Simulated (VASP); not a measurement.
A run of VASP 6.6.1 is set up as follows.

Contents of INCAR:

```
SYSTEM = TiH4
PREC = Accurate
ENCUT = 520
EDIFF = 1E-7
ISMEAR = 0
SIGMA = 0.1
LREAL = .False.
LASPH = .True.
NELM = 150
ALGO = Normal
ISIF = 2
LWAVE = .False.
LCHARG = .False.
ISPIN = 2
MAGMOM = 1 0 0 0 0
LORBIT = 11
LMAXMIX = 4
GGA = PE
NBANDS = 20
```

File KPOINTS:

```
regular mesh
0
Gamma
  6 6 4
  0 0 0
```

The input POSCAR:

```
TiH4
1.0
    2.9239477046      0.0000000000      0.0000000000
   -1.4619738523      2.5322129915      0.0000000000
    0.0000000000      0.0000000000      4.0831121144
Ti H
1 4
Direct
    0.0000000000      0.0000000000      0.0000000000
    0.3333333333      0.6666666667      0.2495649040
    0.3333333333      0.6666666667      0.7504350960
    0.6666666667      0.3333333333      0.2495649040
    0.6666666667      0.3333333333      0.7504350960
```

Potentials or basis: VASP PAW PBE potentials, release 64 (Ti_sv, H).

Run with:

```bash
$ cat potpaw_PBE.64/Ti_sv/POTCAR potpaw_PBE.64/H/POTCAR > POTCAR
$ mpirun -np 1 vasp_std > vasp.out
```

Task: What does it give for the pressure?

Result: -0.1 GPa.

Task: Estimate the largest force.

Result: 0.016 eV/Å.

Task: Predict the net moment.

Result: 0.00 μB per cell.

Task: Predict the band gap on the k mesh.

Result: Zero (filled and empty bands overlap).

Forces in eV/Å, atoms in the order of the input:
```
Ti   0.000  0.000  0.000
H    0.000  0.000  0.016
H    0.000  0.000 -0.016
H    0.000  0.000  0.016
H    0.000  0.000 -0.016
```

Caveat: the k points lie up to 0.41 Å⁻¹ apart; the cell differs from its parent crystal (atoms taken out).
